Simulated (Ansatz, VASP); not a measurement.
**Two plane-wave programs on Ti**

Contents of INCAR:

```
SYSTEM = Ti
PREC = Accurate ; ENCUT = 520
EDIFF = 1E-6 ; ISMEAR = -1
SIGMA = 0.08 ; LREAL = .FALSE.
LASPH = .TRUE. ; NELM = 80
ALGO = Normal ; ISIF = 2
LWAVE = .FALSE. ; LCHARG = .FALSE.
GGA = PS ; NBANDS = 19
```

KPOINTS

```
Automatic mesh
0
G
  17 17 9
  0 0 0
```

File POSCAR:

```
Ti
1.0
    2.0093083521      0.0000000000      0.0000000000
   -1.0046541760      1.7401120769      0.0000000000
    0.0000000000      0.0000000000      3.8289295253
Ti
2
Direct
    0.3333333333      0.6666666667      0.2500000000
    0.6666666667      0.3333333333      0.7500000000
```

Input for Ansatz:

```yaml
crystal:
  lattice:
    - [2.0093083521, 0.0, 0.0]
    - [-1.004654176, 1.7401120769, 0.0]
    - [0.0, 0.0, 3.8289295253]
  atoms:
    - { symbol: Ti, position: [0.3333333333, 0.6666666667, 0.25] }
    - { symbol: Ti, position: [0.6666666667, 0.3333333333, 0.75] }
kpoints:
  mp_grid: { grid: [17, 17, 9] }
  band_path:
    path:
      - [0.0, 0.0, 0.0]
      - [0.5, 0.0, 0.0]
      - [0.3333333333, 0.3333333333, 0.0]
      - [0.0, 0.0, 0.0]
      - [0.0, 0.0, 0.5]
      - [0.5, 0.0, 0.5]
      - [0.3333333333, 0.3333333333, 0.5]
      - [0.0, 0.0, 0.5]
      - [0.5, 0.0, 0.5]
    npoints: 8
scf:
  occupations: { method: fermi_dirac, width: 0.08 }
hamiltonian:
  xc: pbesol
  pseudopotentials: { kind: paw }
output:
  forces: true
  stress: true
  eigenvalues: true
  populations: true
  dos: { projected: true, de: 0.2, e_range: [-14, 8] }
```

Change from the starting cell: volume scaled by 0.4, PAW files.

Alike in both runs: task single point; functional PBEsol; k mesh 17 × 17 × 9; occupations fermi-dirac, width 0.08 eV; no spin polarisation.

|  | VASP | Ansatz |
| --- | --- | --- |
| version | VASP 6.6.1 | Ansatz 0.2.0 |
| potentials or method | VASP PAW PBE potentials, release 64 (Ti_sv) | PAW with Ansatz's default frozen-core files, scalar-relativistic |
| plane-wave cutoff (eV) | 520 | 420 |
| valence electrons in the cell | 24 | 24 |

Ansatz gave:

| Property | Result |
| --- | --- |
| pressure (GPa) | 423.6 |
| traceless stress, the component that is largest in VASP (GPa) | 0.03 |

What did VASP give for the same quantities?

Pressure (GPa): 445.8; traceless stress, the component that is largest in VASP (GPa): -12.15.

VASP's potentials were made for PBE, not for PBEsol. Both programs put the cell under a high pressure, so it lies far from rest at this level. With one functional, cell and mesh, what is left measures potentials, basis and numerics.

Noted on VASP's run: the cell as given lies far from equilibrium.
